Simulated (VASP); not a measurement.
# InGaN (P-6m2) in VASP: single point with PBE

Aim: the single point of InGaN with PBE.

All numbers are computed with VASP 6.6.1; they aren't measurements. Logs are shortened: lines on timing, memory, paths and dates and some standing lists are left out, and cuts for length are marked.

### Step 1. The cell of the first run

It takes space group P-6m2 (No. 187, hexagonal). The conventional cell has a = 4.587 Å, b = 4.587 Å, c = 3.075 Å, α = 90.00°, β = 90.00°, γ = 120.00°. Within 3.5 Å of In (site symmetry -6m2) lie 3 Ga at 2.65 Å and 6 N at 3.06 Å and 2 In at 3.08 Å. Within 3.5 Å of Ga (site symmetry -6m2) lie 3 In at 2.65 Å and 6 N at 3.06 Å and 2 Ga at 3.08 Å. N (site symmetry -6m2) has 6 Ga at 3.06 Å and 6 In at 3.06 Å and 2 N at 3.08 Å within 4.0 Å.

### Step 2. Single point, PBE, collinear spin, ferromagnetic start

Input file INCAR:

```
ALGO = Normal ; EDIFF = 1E-7
ENCUT = 520 ; GGA = PE
ISIF = 2 ; ISMEAR = 0
ISPIN = 2 ; LASPH = True
LCHARG = False ; LORBIT = 11
LREAL = False ; LWAVE = False
MAGMOM = 0 0 1.29 ; NBANDS = 26
NELM = 150 ; PREC = Accurate
SIGMA = 0.1
```

Input file KPOINTS:

```
k-points
0
Gamma
  12 12 14
```

Input file POSCAR:

```
InGaN
1.0
    4.5871603041      0.0000000000      0.0000000000
   -2.2935801520      3.9725973546      0.0000000000
    0.0000000000      0.0000000000      3.0750494334
In Ga N
1 1 1
Direct
    0.3333333333      0.6666666667      0.5000000000
    0.0000000000      0.0000000000      0.5000000000
    0.6666666667      0.3333333333      0.0000000000
```

Potentials or basis: VASP PAW PBE potentials, release 64 (In_d, Ga_d, N).

Command:

```
$ cat potpaw_PBE.64/In_d/POTCAR potpaw_PBE.64/Ga_d/POTCAR potpaw_PBE.64/N/POTCAR > POTCAR
$ mpirun -np 1 vasp_std > vasp.out
```

OUTCAR:

```text
EDIFF = 1E-7
   ENCUT = 520
   GGA = PE
   ISIF = 2
   ISMEAR = 0
   ISPIN = 2
   LASPH = True
   LORBIT = 11
   LREAL = False
   NELM = 150
   PREC = Accurate

 ion  position               nearest neighbor table
   1  0.333  0.667  0.500-   2 2.65   2 2.65   2 2.65
   2  0.000  0.000  0.500-   1 2.65   1 2.65   1 2.65
   3  0.667  0.333  0.000-

  LATTYP: Found a hexagonal cell.
 ALAT       =     4.5871603041
 C/A-ratio  =     0.6703601421

  Lattice vectors:

 A1 = (   4.5871603041,   0.0000000000,   0.0000000000)
 A2 = (  -2.2935801520,   3.9725973546,   0.0000000000)
 A3 = (   0.0000000000,   0.0000000000,   3.0750494334)

Analysis of symmetry for initial positions (statically):
=====================================================================
 Subroutine PRICEL returns:
 Original cell was already a primitive cell.

 Routine SETGRP: Setting up the symmetry group for a
 hexagonal supercell.

 Subroutine GETGRP returns: Found 12 space group operations
 (whereof 12 operations were pure point group operations)
 out of a pool of 24 trial point group operations.

The static configuration has the point symmetry D_3h.

Analysis of symmetry for dynamics (positions and initial velocities):
=====================================================================
 Subroutine PRICEL returns:
 Original cell was already a primitive cell.

 Routine SETGRP: Setting up the symmetry group for a
 hexagonal supercell.

 Subroutine GETGRP returns: Found 12 space group operations
 (whereof 12 operations were pure point group operations)
 out of a pool of 24 trial point group operations.

The dynamic configuration has the point symmetry D_3h.

Analysis of structural, dynamic, and magnetic symmetry:
=====================================================================
 Subroutine PRICEL returns:
 Original cell was already a primitive cell.

 Routine SETGRP: Setting up the symmetry group for a
 hexagonal supercell.

 Subroutine GETGRP returns: Found 12 space group operations
 (whereof 12 operations were pure point group operations)
 out of a pool of 24 trial point group operations.

The overall configuration has the point symmetry D_3h.

 Subroutine INISYM returns: Found 12 space group operations
 (whereof 12 operations are pure point group operations),
 and found     1 'primitive' translations

----------------------------------------------------------------------------------------

                                     Primitive cell
[... 112 lines left out ...]
     AMIX     =   0.40;   BMIX     =  1.00
     AMIX_MAG =   1.60;   BMIX_MAG =  1.00
  volume/ion in A,a.u.               =      18.68       126.05
  Fermi-wavevector in a.u.,A,eV,Ry     =   1.343915  2.539632 24.573593  1.806108
  Thomas-Fermi vector in A             =   2.471951
   LORBIT       =     11    0 simple, 1 ext, 2 COOP (PROOUT), +10 PAW based schemes
   GGA     = PE    functional components
   LHFCALC =     F    Hartree Fock is set to
   AEXX    =    0.0000 exact exchange contribution
   IVDW    =     0    specifies the selected vdW correction
   LEPSILON=     F    determine dielectric tensor
   LRPA    =     F    only Hartree local field effects (RPA)
 spin polarized calculation
 Gauss-broadening in eV      SIGMA  =   0.10
  energy-cutoff  :      520.00
  volume of cell :       56.04
 maximum number of plane-waves:      1530
 NGX is ok and might be reduce to    36
   NGX = 17   NGY = 17   NGZ = 11

 number of electron      30.9999985 magnetization       1.0415804

 Free energy of the ion-electron system (eV)
  ---------------------------------------------------
  ext. energy  EPLUGINS =         0.00000000
  ---------------------------------------------------
  free energy    TOTEN  =        -9.52536905 eV

  energy without entropy =       -9.51947448  energy(sigma->0) =       -9.52242176

 E-fermi :   5.3369     XC(G=0): -10.4690

 val. band max:        5.3195459563   @ k =   0.0833   0.0000   0.5000
 cond. band min:       5.3515950416   @ k =   0.0833   0.0833   0.3571
 fundamental gap:      0.0320490853
 Fermi energy:         5.3369346324

 spin component 1

 k-point     1 :       0.0000    0.0000    0.0000
  band No.  band energies     occupation
      1      -9.8583      1.00000
      2      -9.6959      1.00000
      3      -9.6959      1.00000
      4      -9.6171      1.00000
      5      -9.6171      1.00000
      6      -9.4539      1.00000
[... 685 lines left out ...]
     25      18.9813      0.00000
     26      20.2133      0.00000

 [... further k-points ...]

 spin component 2

 k-point     1 :       0.0000    0.0000    0.0000
  band No.  band energies     occupation
      1      -9.8614      1.00000
      2      -9.7020      1.00000
      3      -9.7020      1.00000
      4      -9.6206      1.00000
      5      -9.6206      1.00000
      6      -9.4547      1.00000
[... 685 lines left out ...]
     25      18.8483      0.00000
     26      20.2645      0.00000

 [... further k-points ...]
[... 5 lines left out ...]
  --------------------------------------------------------------------------------------
  -------------------------------------------------------------------------------------
  Total       -0.0007667     -0.0007667     -0.0205280     -0.0000000      0.0000000      0.0000000
  in kB       -0.0219204     -0.0219204     -0.5869307     -0.0000000      0.0000000      0.0000000
  external PRESSURE =      -0.2102572 kB  Pullay stress =       0.0000000 kB

 VOLUME and BASIS-vectors are now :
 -----------------------------------------------------------------------------
  energy-cutoff  :      520.00
  volume of cell :       56.04
      direct lattice vectors                 reciprocal lattice vectors
     4.587160304  0.000000000  0.000000000     0.217999794  0.125862240  0.000000000
    -2.293580152  3.972597355  0.000000000     0.000000000  0.251724479  0.000000000
     0.000000000  0.000000000  3.075049433     0.000000000  0.000000000  0.325198024

 POSITION                                       TOTAL-FORCE (eV/Angst)
 -----------------------------------------------------------------------------------
     -0.00000      2.64840      1.53752         0.000000     -0.000000      0.000000
      0.00000      0.00000      1.53752         0.000000     -0.000000      0.000000
      2.29358      1.32420      0.00000        -0.000000      0.000000      0.000000
 -----------------------------------------------------------------------------------
    total drift:                                0.000003     -0.000002     -0.000000

  FREE ENERGIE OF THE ION-ELECTRON SYSTEM (eV)
  ---------------------------------------------------
  free  energy   TOTEN  =        -9.5253690450 eV

  energy  without entropy=       -9.5194744786  energy(sigma->0) =       -9.52242176

 total charge

# of ion       s       p       d       tot
------------------------------------------
    1        1.007   0.510   9.870  11.387
    2        1.095   0.478   9.952  11.524
    3        1.347   2.004   0.000   3.351
--------------------------------------------------
tot          3.449   2.991  19.822  26.262

 magnetization (x)

# of ion       s       p       d       tot
------------------------------------------
    1        0.035  -0.061   0.001  -0.025
    2        0.028  -0.067   0.001  -0.038
    3        0.018   0.831   0.000   0.849
--------------------------------------------------
tot          0.081   0.703   0.001   0.785
```

OSZICAR:

```text
N       E                     dE             d eps       ncg     rms          rms(c)
DAV:   1     0.248166856194E+03    0.24817E+03   -0.14243E+04 16398   0.183E+03
DAV:   2     0.207079812934E+02   -0.22746E+03   -0.21280E+03 16496   0.411E+02
DAV:   3    -0.956846184361E+01   -0.30276E+02   -0.28999E+02 18538   0.130E+02
DAV:   4    -0.106989848216E+02   -0.11305E+01   -0.11249E+01 18552   0.263E+01
DAV:   5    -0.107348543400E+02   -0.35870E-01   -0.35855E-01 22254   0.459E+00    0.712E+00
DAV:   6    -0.105167702956E+02    0.21808E+00   -0.73323E+00 23854   0.244E+01    0.807E+00
DAV:   7    -0.948570979974E+01    0.10311E+01   -0.14351E+00 21844   0.860E+00    0.204E+00
DAV:   8    -0.951799713734E+01   -0.32287E-01   -0.34382E-01 17188   0.283E+00    0.902E-01
DAV:   9    -0.952536376852E+01   -0.73666E-02   -0.41428E-02 22142   0.102E+00    0.317E-01
DAV:  10    -0.952489740371E+01    0.46636E-03   -0.65144E-03 19608   0.559E-01    0.182E-01
DAV:  11    -0.952530829780E+01   -0.41089E-03   -0.11076E-03 17662   0.195E-01    0.947E-02
DAV:  12    -0.952535778156E+01   -0.49484E-04   -0.41585E-04 21034   0.100E-01    0.489E-02
DAV:  13    -0.952535892897E+01   -0.11474E-05   -0.70278E-05 17546   0.443E-02    0.285E-02
DAV:  14    -0.952536789664E+01   -0.89677E-05   -0.33993E-05 18598   0.251E-02    0.820E-03
DAV:  15    -0.952536898443E+01   -0.10878E-05   -0.52370E-06 16136   0.111E-02    0.404E-03
DAV:  16    -0.952536904500E+01   -0.60579E-07   -0.33745E-07 16306   0.371E-03
   1 F= -.95253690E+01 E0= -.95224218E+01  d E =-.589457E-02  mag=     1.0416
```

It took 3.1 min on 1 thread of Intel Xeon 6975P-C (Granite Rapids), shared host; peak memory 0.46 GiB.

What came out:

* Free energy: -9.5254 eV
* Pressure: 0.0 GPa
* Net moment: 1.04 μB per cell
* Site moments: In -0.03; Ga -0.04; N +0.85 μB
* Valence electrons inside the program's atomic spheres: In 11.39; Ga 11.52; N 3.35

Levels at points of the mesh, in eV from the Fermi level:
Spin up:
| k point | band 13 | band 14 | band 15 | band 16 | band 17 | band 18 | band 19 | band 20 |
| --- | --- | --- | --- | --- | --- | --- | --- | --- |
| (0.00, 0.00, 0.00) | -2.34 | -2.34 | -0.83 | -0.57 | -0.05 | -0.05 | 6.98 | 7.11 |
| (0.50, 0.00, 0.00) | -5.25 | -3.58 | -0.70 | -0.23 | 1.76 | 3.11 | 7.62 | 8.21 |
| (0.00, 0.00, 0.50) | -2.19 | -1.50 | -1.50 | -1.41 | 2.28 | 2.28 | 3.21 | 3.39 |
| (0.50, 0.00, 0.50) | -4.20 | -3.48 | -1.61 | -0.96 | 0.28 | 0.80 | 1.60 | 6.40 |
Spin down:
```tsv
k point	band 13	band 14	band 15	band 16	band 17	band 18
(0.00, 0.00, 0.00)	-1.30	-1.30	-0.64	-0.19	-0.19	1.34
(0.50, 0.00, 0.00)	-5.23	-3.09	1.10	1.60	2.54	3.15
(0.00, 0.00, 0.50)	-2.17	-0.19	-0.19	0.34	2.14	2.14
(0.50, 0.00, 0.50)	-3.74	-3.07	-0.35	0.11	0.19	0.67
```

Caveat: spin-orbit coupling is left out, which moves the levels of the heavy elements.
